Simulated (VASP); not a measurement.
# ZnS (F-43m) in VASP: a series of runs

The runs below take ZnS through single point, with PBEsol.

Program: VASP 6.6.1. These are calculated values, not measurements. Logs are shortened: lines on timing, memory, paths and dates and some standing lists are left out, and cuts for length are marked.

**Measured values to compare with.**

“Electronic, vibrational, and thermodynamic properties of ZnS (zincblende and rocksalt structure)”, 2009, arxiv:0911.5022 quotes, for a bulk crystal of ZnS at 19 K: band gap 3.85 eV (direct).

The runs below are set against these values where they give the same quantity.

## Step 1: The cell of the first run

Symmetry: F-43m, No. 216, cubic system. Conventional cell: a = 5.057 Å, b = 5.057 Å, c = 5.057 Å, α = 90.00°, β = 90.00°, γ = 90.00°. Zn (site symmetry -43m) has 4 S at 2.19 Å within 2.9 Å. Within 2.9 Å of S (site symmetry -43m) lie 4 Zn at 2.19 Å.

## Step 2: Single point, PBEsol

Input file INCAR:

```
  PREC = Accurate
  ENCUT = 520
  EDIFF = 1E-7
  ISMEAR = 1
  SIGMA = 0.02
  LREAL = F
  LASPH = T
  NELM = 60
  ALGO = Normal
  ISIF = 2
  LWAVE = F
  LCHARG = T
  GGA = PS
  LELF = T
  LVHAR = T
  NBANDS = 16
```

Input file KPOINTS:

```
Automatic mesh
0
Gamma
  8 8 8
```

Input file POSCAR:

```
ZnS
1.0
    0.0000000000      2.5286062050      2.5286062050
    2.5286062050      0.0000000000      2.5286062050
    2.5286062050      2.5286062050      0.0000000000
Zn S
1 1
Direct
    0.2500000000      0.2500000000      0.2500000000
    0.0000000000      0.0000000000      0.0000000000
```

Potentials or basis: VASP PAW PBE potentials, release 64 (Zn, S).

On the command line:

```bash
$ cat potpaw_PBE.64/Zn/POTCAR potpaw_PBE.64/S/POTCAR > POTCAR
$ mpirun -np 1 vasp_std > vasp.out
```

OUTCAR:

```text
PREC = Accurate
   ENCUT = 520
   EDIFF = 1E-7
   ISMEAR = 1
   LREAL = F
   LASPH = T
   NELM = 60
   ISIF = 2
   GGA = PS

 ion  position               nearest neighbor table
   1  0.250  0.250  0.250-   2 2.19   2 2.19   2 2.19   2 2.19
   2  0.000  0.000  0.000-   1 2.19   1 2.19   1 2.19   1 2.19

  LATTYP: Found a face centered cubic cell.
 ALAT       =     5.0572124100

  Lattice vectors:

 A1 = (   0.0000000000,   2.5286062050,   2.5286062050)
 A2 = (   2.5286062050,   0.0000000000,   2.5286062050)
 A3 = (   2.5286062050,   2.5286062050,   0.0000000000)

Analysis of symmetry for initial positions (statically):
[... 5 lines left out ...]
 face centered cubic supercell.

 Subroutine GETGRP returns: Found 24 space group operations
 (whereof 24 operations were pure point group operations)
 out of a pool of 48 trial point group operations.

The static configuration has the point symmetry T_d .

Analysis of symmetry for dynamics (positions and initial velocities):
[... 5 lines left out ...]
 face centered cubic supercell.

 Subroutine GETGRP returns: Found 24 space group operations
 (whereof 24 operations were pure point group operations)
 out of a pool of 48 trial point group operations.

The dynamic configuration has the point symmetry T_d .

 Subroutine INISYM returns: Found 24 space group operations
 (whereof 24 operations are pure point group operations),
 and found     1 'primitive' translations

----------------------------------------------------------------------------------------

                                     Primitive cell

  volume of cell :      32.3351

  direct lattice vectors                    reciprocal lattice vectors
     0.000000000  2.528606205  2.528606205    -0.197737393  0.197737393  0.197737393
     2.528606205  0.000000000  2.528606205     0.197737393 -0.197737393  0.197737393
     2.528606205  2.528606205  0.000000000     0.197737393  0.197737393 -0.197737393

  length of vectors
     3.575989189  3.575989189  3.575989189     0.342491212  0.342491212  0.342491212

  position of ions in fractional coordinates (direct lattice)
     0.250000000  0.250000000  0.250000000
     0.000000000  0.000000000  0.000000000

  ion indices of the primitive-cell ions
   primitive index   ion index
                 1           1
                 2           2

----------------------------------------------------------------------------------------

 KPOINTS: Automatic mesh

Automatic generation of k-mesh.
 Grid dimensions read from file:
 generate k-points for:    8    8    8

 Generating k-lattice:

  Cartesian coordinates                     Fractional coordinates (reciprocal lattice)
    -0.024717174  0.024717174  0.024717174     0.125000000  0.000000000  0.000000000
     0.024717174 -0.024717174  0.024717174     0.000000000  0.125000000  0.000000000
     0.024717174  0.024717174 -0.024717174     0.000000000  0.000000000  0.125000000

  Length of vectors
     0.042811401  0.042811401  0.042811401

  Shift w.r.t. Gamma in fractional coordinates (k-lattice)
     0.000000000  0.000000000  0.000000000

 Subroutine IBZKPT returns following result:
 ===========================================

 Found     29 irreducible k-points:

 Following reciprocal coordinates:
            Coordinates               Weight
  0.000000  0.000000  0.000000      1.000000
  0.125000  0.000000  0.000000      8.000000
  0.250000  0.000000  0.000000      8.000000
  0.375000  0.000000  0.000000      8.000000
  0.500000  0.000000  0.000000      4.000000
  0.125000  0.125000  0.000000      6.000000
[... 16 lines left out ...]
  0.500000  0.250000  0.125000     48.000000
 -0.375000  0.250000  0.125000     24.000000
 [... further k-points ...]
   k-points           NKPTS =     29   k-points in BZ     NKDIM =     29   number of bands    NBANDS=     16
   number of dos      NEDOS =    301   number of ions     NIONS =      2
   total plane-waves  NPLWV =  21952
   dimension x,y,z NGX =    28 NGY =   28 NGZ =   28
   dimension x,y,z NGXF=    56 NGYF=   56 NGZF=   56
   ions per type =               1   1
   NGX,Y,Z   is equivalent  to a cutoff of  13.02, 13.02, 13.02 a.u.
   NGXF,Y,Z  is equivalent  to a cutoff of  26.03, 26.03, 26.03 a.u.
 SYSTEM =  unknown system
   PREC   = accura    normal or accurate (medium, high low for compatibility)
   ISTART =      0    job   : 0-new  1-cont  2-samecut
   ICHARG =      2    charge: 1-file 2-atom 10-const
   ISPIN  =      1    spin polarized calculation?
   LNONCOLLINEAR =      F non collinear calculations
   LSORBIT =      F    spin-orbit coupling
   LASPH  =      T    aspherical Exc in radial PAW
   ENCUT  =  520.0 eV  38.22 Ry    6.18 a.u.   6.65  6.65  6.65*2*pi/ulx,y,z
   NELM   =     60;   NELMIN=  2; NELMDL= -5     # of ELM steps
   EDIFF  = 0.1E-06   stopping-criterion for ELM
   LREAL  =      F    real-space projection
   EDIFFG = 0.1E-05   stopping-criterion for IOM
   NSW    =      0    number of steps for IOM
   IBRION =     -1    ionic relax: 0-MD 1-quasi-New 2-CG
   NFREE  =      0    steps in history (QN), initial steepest desc. (CG)
   ISIF   =      2    stress and relaxation
   ISYM   =      2    0-nonsym 1-usesym 2-fastsym
   POTIM  = 0.5000    time-step for ionic-motion
   TEBEG  =    0.0;   TEEND  =   0.0 temperature during run
   PSTRESS=    0.0 pullay stress
   NELECT =      18.0000    total number of electrons
   NUPDOWN=      -1.0000    fix difference up-down
   EMIN   =  10.00;   EMAX   =-10.00  energy-range for DOS
   EFERMI =   0.00;   METHOD = LEGACY
   ISMEAR =     1;   SIGMA  =   0.02  broadening in eV -4-tet -1-fermi 0-gaus
   EFERMI_NEDOS =   21; number of points for ismear=-14 and -15
   IALGO  =     38    algorithm
   IMIX   =      4    mixing-type and parameters
     AMIX     =   0.40;   BMIX     =  1.00
     AMIX_MAG =   1.60;   BMIX_MAG =  1.00
  volume/ion in A,a.u.               =      16.17       109.10
  Fermi-wavevector in a.u.,A,eV,Ry     =   1.346711  2.544915 24.675948  1.813631
  Thomas-Fermi vector in A             =   2.474521
   LORBIT       =      0    0 simple, 1 ext, 2 COOP (PROOUT), +10 PAW based schemes
   GGA     = PS    functional components
   LHFCALC =     F    Hartree Fock is set to
   AEXX    =    0.0000 exact exchange contribution
   IVDW    =     0    specifies the selected vdW correction
   LEPSILON=     F    determine dielectric tensor
   LRPA    =     F    only Hartree local field effects (RPA)
 non-spin polarized calculation
 Methfessel and Paxton  Order N= 1 SIGMA  =   0.02
  energy-cutoff  :      520.00
  volume of cell :       32.34
 maximum number of plane-waves:       893
   NGX = 13   NGY = 13   NGZ = 13

 number of electron      18.0000014 magnetization

 Free energy of the ion-electron system (eV)
  ---------------------------------------------------
  ext. energy  EPLUGINS =         0.00000000
  ---------------------------------------------------
  free energy    TOTEN  =        -7.25266469 eV

  energy without entropy =       -7.25267148  energy(sigma->0) =       -7.25266695

 E-fermi :   4.1268     XC(G=0): -10.8139

 val. band max:        4.1099465619   @ k =   0.0000   0.0000   0.0000
 cond. band min:       6.8309217083   @ k =   0.5000   0.5000   0.0000
 fundamental gap:      2.7209751465
 Fermi energy:         4.1267840441

 k-point     1 :       0.0000    0.0000    0.0000
  band No.  band energies     occupation
      1     -10.6601      2.00000
      2      -3.3064      2.00000
      3      -3.3064      2.00000
      4      -3.3064      2.00000
      5      -2.5459      2.00000
      6      -2.5459      2.00000
[... 8 lines left out ...]
     15      16.0436      0.00000
     16      16.8633      0.00000

 k-point     2 :       0.1250    0.0000    0.0000
  band No.  band energies     occupation
      1     -10.4967      2.00000
      2      -3.3274      2.00000
      3      -3.2754      2.00000
      4      -3.2754      2.00000
      5      -2.5494      2.00000
      6      -2.5494      2.00000
[... 8 lines left out ...]
     15      15.3188      0.00000
     16      17.4714      0.00000

 k-point     3 :       0.2500    0.0000    0.0000
  band No.  band energies     occupation
      1     -10.0605      2.00000
      2      -3.3364      2.00000
      3      -3.2081      2.00000
      4      -3.2081      2.00000
      5      -2.5451      2.00000
      6      -2.5451      2.00000
[... 8 lines left out ...]
     15      15.1145      0.00000
     16      16.6416      0.00000

 k-point     4 :       0.3750    0.0000    0.0000
  band No.  band energies     occupation
      1      -9.5434      2.00000
      2      -3.1791      2.00000
      3      -3.1568      2.00000
      4      -3.1568      2.00000
      5      -2.5164      2.00000
      6      -2.5164      2.00000
[... 8 lines left out ...]
     15      16.4803      0.00000
     16      16.4920      0.00000

 k-point     5 :       0.5000    0.0000    0.0000
  band No.  band energies     occupation
      1      -9.2953      2.00000
      2      -3.1416      2.00000
      3      -3.1416      2.00000
      4      -2.8019      2.00000
      5      -2.4956      2.00000
      6      -2.4956      2.00000
[... 8 lines left out ...]
     15      17.9823      0.00000
     16      17.9823      0.00000

 k-point     6 :       0.1250    0.1250    0.0000
  band No.  band energies     occupation
      1     -10.4421      2.00000
      2      -3.3595      2.00000
      3      -3.2510      2.00000
      4      -3.2510      2.00000
      5      -2.5760      2.00000
      6      -2.5273      2.00000
[... 8 lines left out ...]
     15      16.2551      0.00000
     16      18.3232      0.00000

 k-point     7 :       0.2500    0.1250    0.0000
  band No.  band energies     occupation
      1     -10.0954      2.00000
      2      -3.3918      2.00000
      3      -3.1854      2.00000
      4      -3.1804      2.00000
      5      -2.5919      2.00000
      6      -2.5106      2.00000
[... 8 lines left out ...]
     15      16.2184      0.00000
     16      18.3573      0.00000

 k-point     8 :       0.3750    0.1250    0.0000
  band No.  band energies     occupation
      1      -9.5959      2.00000
      2      -3.3136      2.00000
      3      -3.1171      2.00000
      4      -3.1136      2.00000
      5      -2.5544      2.00000
      6      -2.4908      2.00000
[... 8 lines left out ...]
     15      17.1653      0.00000
     16      17.7291      0.00000

 k-point     9 :       0.5000    0.1250    0.0000
  band No.  band energies     occupation
      1      -9.2389      2.00000
      2      -3.1699      2.00000
      3      -3.0943      2.00000
      4      -2.8776      2.00000
      5      -2.4907      2.00000
      6      -2.4164      2.00000
[... 8 lines left out ...]
     15      18.0070      0.00000
     16      18.5090      0.00000
[... 172 lines left out ...]
 k-point    19 :       0.5000    0.3750    0.0000
  band No.  band energies     occupation
      1      -8.9108      2.00000
      2      -3.5012      2.00000
      3      -2.8410      2.00000
      4      -2.8196      2.00000
      5      -2.4416      2.00000
      6      -2.3088      2.00000
[... 8 lines left out ...]
     15      18.2862      0.00000
     16      19.9841      0.00000

 k-point    20 :      -0.3750    0.3750    0.0000
  band No.  band energies     occupation
      1      -8.8640      2.00000
      2      -3.3324      2.00000
      3      -2.8831      2.00000
      4      -2.7240      2.00000
      5      -2.4901      2.00000
      6      -2.0172      2.00000
[... 8 lines left out ...]
     15      16.9249      0.00000
     16      21.2930      0.00000

 k-point    21 :       0.5000    0.5000    0.0000
  band No.  band energies     occupation
      1      -8.8283      2.00000
      2      -3.5850      2.00000
      3      -2.7863      2.00000
      4      -2.7863      2.00000
      5      -2.4187      2.00000
      6      -2.2618      2.00000
[... 8 lines left out ...]
     15      18.0795      0.00000
     16      19.3272      0.00000

 k-point    22 :       0.3750    0.2500    0.1250
  band No.  band energies     occupation
      1      -9.7124      2.00000
      2      -3.3900      2.00000
      3      -3.1257      2.00000
      4      -3.0888      2.00000
      5      -2.5941      2.00000
      6      -2.4833      2.00000
[... 8 lines left out ...]
     15      17.4000      0.00000
     16      19.9343      0.00000

 k-point    23 :       0.5000    0.2500    0.1250
  band No.  band energies     occupation
      1      -9.2734      2.00000
      2      -3.2421      2.00000
      3      -3.0976      2.00000
      4      -2.9573      2.00000
      5      -2.5321      2.00000
      6      -2.4576      2.00000
[... 8 lines left out ...]
     15      18.7075      0.00000
     16      19.2606      0.00000

 k-point    24 :      -0.3750    0.2500    0.1250
  band No.  band energies     occupation
      1      -9.0701      2.00000
      2      -3.1678      2.00000
      3      -3.0579      2.00000
      4      -2.7377      2.00000
      5      -2.5344      2.00000
      6      -2.2130      2.00000
[... 8 lines left out ...]
     15      18.1487      0.00000
     16      19.3126      0.00000

 [... further k-points ...]
[... 5 lines left out ...]
  --------------------------------------------------------------------------------------
  -------------------------------------------------------------------------------------
  Total        4.1022179      4.1022179      4.1022179      0.0000000      0.0000000     -0.0000000
  in kB      203.2617730    203.2617730    203.2617730      0.0000000      0.0000000     -0.0000000
  external PRESSURE =     203.2617730 kB  Pullay stress =       0.0000000 kB

 VOLUME and BASIS-vectors are now :
 -----------------------------------------------------------------------------
  energy-cutoff  :      520.00
  volume of cell :       32.34
      direct lattice vectors                 reciprocal lattice vectors
     0.000000000  2.528606205  2.528606205    -0.197737393  0.197737393  0.197737393
     2.528606205  0.000000000  2.528606205     0.197737393 -0.197737393  0.197737393
     2.528606205  2.528606205  0.000000000     0.197737393  0.197737393 -0.197737393

 POSITION                                       TOTAL-FORCE (eV/Angst)
 -----------------------------------------------------------------------------------
      1.26430      1.26430      1.26430        -0.000000     -0.000000     -0.000000
      0.00000      0.00000      0.00000         0.000000      0.000000      0.000000
 -----------------------------------------------------------------------------------
    total drift:                               -0.000003     -0.000003     -0.000003

  FREE ENERGIE OF THE ION-ELECTRON SYSTEM (eV)
  ---------------------------------------------------
  free  energy   TOTEN  =        -7.2526646874 eV

  energy  without entropy=       -7.2526714818  energy(sigma->0) =       -7.25266695
```

Run time: 13 s. Hardware: 1 thread of Intel Xeon Platinum 8488C (Sapphire Rapids), shared host; peak memory 0.15 GiB.

Results:

| Property | Result |
| --- | --- |
| Free energy | -7.2527 eV |
| Pressure | 20.3 GPa |
| Band gap on the k mesh | 2.72 eV, indirect (least direct gap 2.88 eV) |

Levels at points of the mesh, in eV from the valence-band top:
| k point | band 6 | band 7 | band 8 | band 9 | band 10 | band 11 | band 12 | band 13 |
| --- | --- | --- | --- | --- | --- | --- | --- | --- |
| (0.00, 0.00, 0.00) | -6.66 | 0.00 | 0.00 | 0.00 | 2.88 | 6.07 | 6.07 | 6.07 |
| (0.50, 0.00, 0.00) | -6.61 | -6.32 | -1.21 | -1.21 | 3.54 | 6.63 | 6.63 | 9.30 |
| (0.50, 0.50, 0.00) | -6.37 | -5.46 | -3.07 | -3.07 | 2.72 | 3.77 | 12.43 | 13.25 |

Caveat: the PAW data sets were made with another functional, which shifts forces and pressure a little. A k mesh can miss the band edges.

(Part 1 of 2 ends here.)
